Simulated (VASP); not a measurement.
A run of VASP 6.6.1:

INCAR

```
SYSTEM = AgBr
PREC = Accurate
ENCUT = 500
EDIFF = 1E-6
ISMEAR = 0
SIGMA = 0.01
LREAL = .False.
LASPH = .True.
NELM = 120
ALGO = Normal
ISIF = 2
LWAVE = .False.
LCHARG = .False.
GGA = PE
NBANDS = 16
GGA_COMPAT = .False.
```

Contents of KPOINTS:

```
regular mesh
0
Gamma
  2 2 2
  0 0 0
```

The input POSCAR:

```
AgBr
1.0
    0.0000000000      2.8701500000      2.8701500000
    2.8701500000      0.0000000000      2.8701500000
    2.8701500000      2.8701500000      0.0000000000
Ag Br
1 1
Direct
    0.0000000000      0.0000000000      0.0000000000
    0.5000000000      0.5000000000      0.5000000000
```

Potentials or basis: VASP PAW PBE potentials, release 64 (Ag, Br).

The run is started by

```bash
$ cat potpaw_PBE.64/Ag/POTCAR potpaw_PBE.64/Br/POTCAR > POTCAR
$ mpirun -np 1 vasp_std > vasp.out
```

Hardware: 1 thread of Intel Xeon 8259CL, with other jobs on the host.

Estimate the wall time of this run.

Wall time 6.1 s on 1 thread of Intel Xeon 8259CL, with other jobs on the host, peak memory 0.16 GiB. Counts: scf iterations 12, k points 3.
